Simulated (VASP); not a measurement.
# Ti (I4/mmm) in VASP: notebook, part 2 of 2

VASP 6.6.1. The steps go on from the part before.

**4. Electric field gradients, PBE (zz strain of +1 %)**

File INCAR:

```
ALGO = Normal
EDIFF = 1E-8
ENCUT = 520
GGA = PE
ISIF = 2
ISMEAR = -1
LASPH = T
LCHARG = F
LEFG = T
LREAL = F
LWAVE = F
NBANDS = 12
NELM = 60
PREC = Accurate
SIGMA = 0.05
```

File KPOINTS:

```
k-points
0
Gamma
  14 14 14
```

File POSCAR:

```
Ti
1.0
   -1.6410000000      1.6410000000      1.6574100000
    1.6410000000     -1.6410000000      1.6574100000
    1.6410000000      1.6410000000     -1.6574100000
Ti
1
Direct
    0.0000000000      0.0000000000      0.0000000000
```

Potentials or basis: VASP PAW PBE potentials, release 64 (Ti_sv).

Started as:

```bash
$ cat potpaw_PBE.64/Ti_sv/POTCAR > POTCAR
$ mpirun -np 1 vasp_std > vasp.out
```

OUTCAR:

```text
EDIFF = 1E-8
   ENCUT = 520
   GGA = PE
   ISIF = 2
   ISMEAR = -1
   LASPH = T
   LREAL = F
   NELM = 60
   PREC = Accurate

 ion  position               nearest neighbor table
   1  0.000  0.000  0.000-

  LATTYP: Found a body centered tetragonal cell.
 ALAT       =     3.2820000000
 C/A-ratio  =     1.0100000000

  Lattice vectors:

 A1 = (  -1.6410000000,   1.6410000000,   1.6574100000)
 A2 = (   1.6410000000,  -1.6410000000,   1.6574100000)
 A3 = (   1.6410000000,   1.6410000000,  -1.6574100000)

Analysis of symmetry for initial positions (statically):
=====================================================================
 Subroutine PRICEL returns:
 Original cell was already a primitive cell.

 Routine SETGRP: Setting up the symmetry group for a
[... 542 lines left out ...]
  in kB      -36.5212892    -36.5212892    -33.7989717      0.0000000      0.0000000      0.0000000
  external PRESSURE =     -35.6138500 kB  Pullay stress =       0.0000000 kB

 VOLUME and BASIS-vectors are now :
 -----------------------------------------------------------------------------
  energy-cutoff  :      520.00
  volume of cell :       17.85
      direct lattice vectors                 reciprocal lattice vectors
    -1.641000000  1.641000000  1.657410000     0.000000000  0.304692261  0.301675506
     1.641000000 -1.641000000  1.657410000     0.304692261  0.000000000  0.301675506
     1.641000000  1.641000000 -1.657410000     0.304692261  0.304692261  0.000000000

 POSITION                                       TOTAL-FORCE (eV/Angst)
 -----------------------------------------------------------------------------------
      0.00000      0.00000      0.00000         0.000000     -0.000000      0.000000
 -----------------------------------------------------------------------------------
    total drift:                               -0.000000      0.000000      0.000000

  FREE ENERGIE OF THE ION-ELECTRON SYSTEM (eV)
  ---------------------------------------------------
  free  energy   TOTEN  =        -7.7266480355 eV

  energy  without entropy=       -7.7057746446  energy(sigma->0) =       -7.71621134

 Electric field gradients (V/A^2)
---------------------------------------------------------------------
 ion       V_xx      V_yy      V_zz      V_xy      V_xz      V_yz
---------------------------------------------------------------------
   1      -0.009    -0.009     0.017     0.001     0.001     0.001
---------------------------------------------------------------------

 Electric field gradients after diagonalization (V/A^2)
 (convention: |V_zz| > |V_xx| > |V_yy|)
----------------------------------------------------------------------
 ion       V_xx      V_yy      V_zz     asymmetry (V_yy - V_xx)/ V_zz
----------------------------------------------------------------------
   1      -0.009    -0.008     0.017       0.076
----------------------------------------------------------------------

           NMR quadrupolar parameters

 Cq : quadrupolar parameter    Cq=e*Q*V_zz/h
 eta: asymmetry parameters     (V_yy - V_xx)/ V_zz
 Q  : nuclear electric quadrupole moment in mb (millibarn)
----------------------------------------------------------------------
 ion       Cq(MHz)       eta       Q (mb)
----------------------------------------------------------------------
   1       0.000       0.076       1.000
----------------------------------------------------------------------
```

stdout:

```text
POSCAR found type information on POSCAR Ti
 POSCAR found :  1 types and       1 ions
 scaLAPACK will be used
 LDA part: xc-table for (Slater+PW92), standard interpolation
 POSCAR, INCAR and KPOINTS ok, starting setup
 FFT: planning ... GRIDC
 FFT: planning ... GRID_SOFT
 FFT: planning ... GRID
 WAVECAR not read
 entering main loop
ion   1
```

Wall time 63 s (1 thread of AMD EPYC 7R43 (Zen 3), shared host); peak memory 0.14 GiB.

What came out:

| Quantity | Value |
| --- | --- |
| Free energy | -7.7266 eV |
| Pressure | -3.6 GPa |
| Band gap on the k mesh | zero (band 6 reaches 8.74 eV, above the bottom of band 7 at 7.17 eV) |

Stress tensor (GPa, compression positive):
```
-3.65  0.00  0.00
 0.00 -3.65  0.00
 0.00  0.00 -3.38
```

Caveat: the cell differs from its parent crystal (zz strain of +1 %); without QUAD_EFG the Cq values of the log hold for a quadrupole moment of 1 mb, not for the nuclei.

**5. Electric field gradients, PBE (x and y stretched by -3 %, z held)**

File INCAR:

```
  ALGO = Normal
  EDIFF = 1E-8
  ENCUT = 520
  GGA = PE
  ISIF = 2
  ISMEAR = -1
  LASPH = True
  LCHARG = False
  LEFG = True
  LREAL = False
  LWAVE = False
  NBANDS = 12
  NELM = 80
  PREC = Accurate
  SIGMA = 0.05
```

KPOINTS is that of step 4.

File POSCAR:

```
Ti
1.0
   -1.5917700000      1.5917700000      1.6410000000
    1.5917700000     -1.5917700000      1.6410000000
    1.5917700000      1.5917700000     -1.6410000000
Ti
1
Direct
    0.0000000000      0.0000000000      0.0000000000
```

Potentials or basis: VASP PAW PBE potentials, release 64 (Ti_sv).

Started as:

```bash
$ cat potpaw_PBE.64/Ti_sv/POTCAR > POTCAR
$ mpirun -np 1 vasp_std > vasp.out
```

OUTCAR:

```text
EDIFF = 1E-8
   ENCUT = 520
   GGA = PE
   ISIF = 2
   ISMEAR = -1
   LASPH = True
   LREAL = False
   NELM = 80
   PREC = Accurate

 ion  position               nearest neighbor table
   1  0.000  0.000  0.000-

  LATTYP: Found a body centered tetragonal cell.
 ALAT       =     3.1835400000
 C/A-ratio  =     1.0309278351

  Lattice vectors:

[... 567 lines left out ...]
 -----------------------------------------------------------------------------------
    total drift:                                0.000000      0.000000      0.000000

  FREE ENERGIE OF THE ION-ELECTRON SYSTEM (eV)
  ---------------------------------------------------
  free  energy   TOTEN  =        -7.7269246966 eV

  energy  without entropy=       -7.7080216593  energy(sigma->0) =       -7.71747318

 Electric field gradients (V/A^2)
---------------------------------------------------------------------
 ion       V_xx      V_yy      V_zz      V_xy      V_xz      V_yz
---------------------------------------------------------------------
   1       0.276     0.276    -0.552    -0.000    -0.000    -0.000
---------------------------------------------------------------------

 Electric field gradients after diagonalization (V/A^2)
 (convention: |V_zz| > |V_xx| > |V_yy|)
----------------------------------------------------------------------
 ion       V_xx      V_yy      V_zz     asymmetry (V_yy - V_xx)/ V_zz
----------------------------------------------------------------------
   1       0.276     0.276    -0.552       0.001
----------------------------------------------------------------------

           NMR quadrupolar parameters

 Cq : quadrupolar parameter    Cq=e*Q*V_zz/h
 eta: asymmetry parameters     (V_yy - V_xx)/ V_zz
 Q  : nuclear electric quadrupole moment in mb (millibarn)
----------------------------------------------------------------------
 ion       Cq(MHz)       eta       Q (mb)
----------------------------------------------------------------------
   1      -0.001       0.001       1.000
----------------------------------------------------------------------
```

OSZICAR:

```text
N       E                     dE             d eps       ncg     rms          rms(c)
DAV:   1     0.858516199650E+02    0.85852E+02   -0.66049E+03  5864   0.122E+03
DAV:   2    -0.441431887404E+01   -0.90266E+02   -0.87888E+02  5968   0.295E+02
DAV:   3    -0.858781146125E+01   -0.41735E+01   -0.41240E+01  8128   0.650E+01
DAV:   4    -0.868043652215E+01   -0.92625E-01   -0.92517E-01  6512   0.846E+00
DAV:   5    -0.868271889563E+01   -0.22824E-02   -0.22823E-02  6936   0.118E+00    0.860E+00
DAV:   6    -0.771862712974E+01    0.96409E+00   -0.22158E+00  6324   0.215E+01    0.225E+00
DAV:   7    -0.771511129813E+01    0.35158E-02   -0.77673E-02  7004   0.313E+00    0.130E+00
DAV:   8    -0.772643960575E+01   -0.11328E-01   -0.37550E-02  6140   0.222E+00    0.107E-01
DAV:   9    -0.772689816676E+01   -0.45856E-03   -0.32175E-03  7080   0.531E-01    0.880E-02
DAV:  10    -0.772695580198E+01   -0.57635E-04   -0.23656E-04  6200   0.175E-01    0.193E-02
DAV:  11    -0.772692406128E+01    0.31741E-04   -0.22636E-05  6924   0.708E-02    0.636E-03
DAV:  12    -0.772692425429E+01   -0.19300E-06   -0.97175E-07  6604   0.125E-02    0.867E-04
DAV:  13    -0.772692477293E+01   -0.51864E-06   -0.30865E-07  7276   0.304E-03    0.156E-03
DAV:  14    -0.772692473949E+01    0.33436E-07   -0.24563E-08  5972   0.150E-03    0.828E-04
DAV:  15    -0.772692470191E+01    0.37580E-07   -0.12469E-08  5172   0.131E-03    0.495E-05
DAV:  16    -0.772692469656E+01    0.53528E-08   -0.56703E-10  3052   0.221E-04
   1 F= -.77269247E+01 E0= -.77174732E+01  d E =-.189030E-01
```

stdout:

```text
POSCAR found type information on POSCAR Ti
 POSCAR found :  1 types and       1 ions
 scaLAPACK will be used
 LDA part: xc-table for (Slater+PW92), standard interpolation
 POSCAR, INCAR and KPOINTS ok, starting setup
 FFT: planning ... GRIDC
 FFT: planning ... GRID_SOFT
 FFT: planning ... GRID
 WAVECAR not read
 entering main loop
ion   1
```

Run time: 72 s. Hardware: 1 thread of Intel Xeon 6975P-C, shared host; peak memory 0.17 GiB.

Results:

- Free energy: -7.7269 eV
- Pressure: 3.9 GPa
- Band gap on the k mesh: zero (band 6 reaches 9.54 eV, above the bottom of band 7 at 7.89 eV)

Levels at points of the mesh, in eV from the Fermi level:
```tsv
k point	band 4	band 5	band 6	band 7	band 8	band 9
(0.00, 0.00, 0.00)	-32.25	-6.04	0.96	0.96	1.18	2.74
(0.50, 0.00, 0.00)	-32.25	-2.55	-0.34	1.21	2.75	3.25
(0.50, 0.50, 0.00)	-32.27	-2.56	-0.62	1.43	3.05	3.32
(0.50, 0.50, 0.50)	-32.76	-2.29	-2.21	4.10	4.15	4.15
```

Electric field gradients, principal values (V/Å²):
| atom | least | middle | greatest (by size) |
| --- | --- | --- | --- |
| 1 Ti | 0.276 | 0.276 | -0.552 |

Caveat: the cell differs from its parent crystal (x and y stretched by -3 %, z held); without QUAD_EFG the Cq values of the log hold for a quadrupole moment of 1 mb, not for the nuclei.

**6. The runs side by side**

```csv
cell,gap on the mesh (eV),pressure (GPa)
"a = 2.833 Å, angles 109.2, 109.2, 110.0°, 1 atom",none,-1.6
"a = 2.852 Å, angles 109.7, 109.7, 108.9°, 1 atom",none,-3.6
"a = 2.786 Å, angles 110.3, 110.3, 107.8°, 1 atom",none,3.9
```

Alike in all rows: task electric field gradients; level PBE; potentials or basis VASP PAW PBE potentials, release 64 (Ti_sv); no spin polarisation; k mesh 14 × 14 × 14; cutoff (eV) 520; smearing fermi-dirac 0.05 eV.

Total energies depend on the potentials used, so only differences within one code and one set of settings carry meaning.
